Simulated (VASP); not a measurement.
Wanted: the native input for a VASP 6.6.1 run.

```yaml
Task: single point
Functional: PBE
Potentials_or_basis: VASP PAW PBE potentials, release 64 (Sn_d)
Cutoff: 520 eV
k_mesh: 10 × 10 × 10
Occupations: fermi-dirac, width 0.08 eV
Spin: no spin polarisation
Dipole_correction: no
Further_INCAR_settings: ALGO = Normal; EDIFF = 1e-06; NBANDS = 21
```

The structure of Sn lies in POSCAR:

```
Sn
1.0
    0.0000000000      2.5123035211      2.5123035211
    2.5123035211      0.0000000000      2.5123035211
    2.5123035211      2.5123035211      0.0000000000
Sn
2
Direct
   -0.1250000000     -0.1250000000     -0.1250000000
    0.1250000000      0.1250000000      0.1250000000
```

This cell differs from its parent crystal: volume scaled by 0.43.

These files were run (other wordings do the same):

INCAR

```
SYSTEM = Sn
PREC     = Accurate       ! precision mode
ENCUT    = 520            ! plane-wave cutoff, eV
EDIFF    = 1E-6           ! SCF threshold, eV
ISMEAR   = -1             ! smearing method
SIGMA    = 0.08           ! smearing width, eV
LREAL    = .False.        ! projectors in reciprocal space
LASPH    = .True.         ! aspherical terms in the spheres
NELM     = 60             ! most SCF steps
ALGO     = Normal         ! electronic algorithm
ISIF     = 2              ! what is computed and relaxed
LWAVE    = .False.        ! write WAVECAR
LCHARG   = .False.        ! write CHGCAR
GGA      = PE             ! functional
NBANDS   = 21             ! bands
```

KPOINTS

```
Automatic mesh
0
Gamma
  10 10 10
  0 0 0
```

Potentials or basis: VASP PAW PBE potentials, release 64 (Sn_d).

Launch:

```console
$ cat potpaw_PBE.64/Sn_d/POTCAR > POTCAR
$ mpirun -np 1 vasp_std > vasp.out
```

It gave:

```yaml
Pressure: 220.7 GPa
Band_gap_on_the_k_mesh: zero (band 14 reaches 19.05 eV, above the bottom of band 15 at 17.43 eV)
```

Caveat: spin-orbit coupling is left out, which moves the levels of the heavy elements.

Run time: 48 s on 1 thread of AMD EPYC 7R13, on a shared host, peak memory 0.14 GiB.
